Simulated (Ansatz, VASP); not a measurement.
# Cu in VASP and in Ansatz

```
CELL_PARAMETERS angstrom
1.30007 -4.21426 0.04275
1.23141 4.19322 -0.02755
0.01544 -0.02189 2.56834
ATOMIC_POSITIONS crystal
Cu 0.14087 0.87295 0.25990
Cu 0.85913 0.12705 0.74010
```

Change from the starting cell: all atoms moved at random, sigma 0.02 Å a component, cell strained at random, sigma 0.06.

Alike in both runs: task single point; functional r2SCAN; k mesh 14 × 14 × 14; occupations gaussian, width 0.15 eV; no spin polarisation.

|  | VASP | Ansatz |
| --- | --- | --- |
| version | VASP 6.6.1 | Ansatz 0.2.0 |
| potentials or method | VASP PAW PBE potentials, release 64 (Cu), cutoff 520 eV | scalar-relativistic, plane waves, PAW |
| valence electrons in the cell | 22 | 38 |

```csv
,VASP,Ansatz,Ansatz less VASP
gap on the k mesh at the Fermi level (eV),none,none,-
pressure (GPa),-13.2,-13.7,-0.50
"traceless stress, the component that is largest in VASP (GPa)",-1.65,-1.70,-0.042
rms of the force components (eV/Å),0.073,0.078,+0.0054
```

VASP's potentials were made for PBE, not for r2SCAN. Atom by atom the forces differ by 0.006 eV/Å (rms over components). A gap of «none» marks a metal or a gap that the smearing closes. VASP's potentials hold 22 valence electrons a cell and Ansatz's 38, so a difference there can come from the potentials and not from the codes.
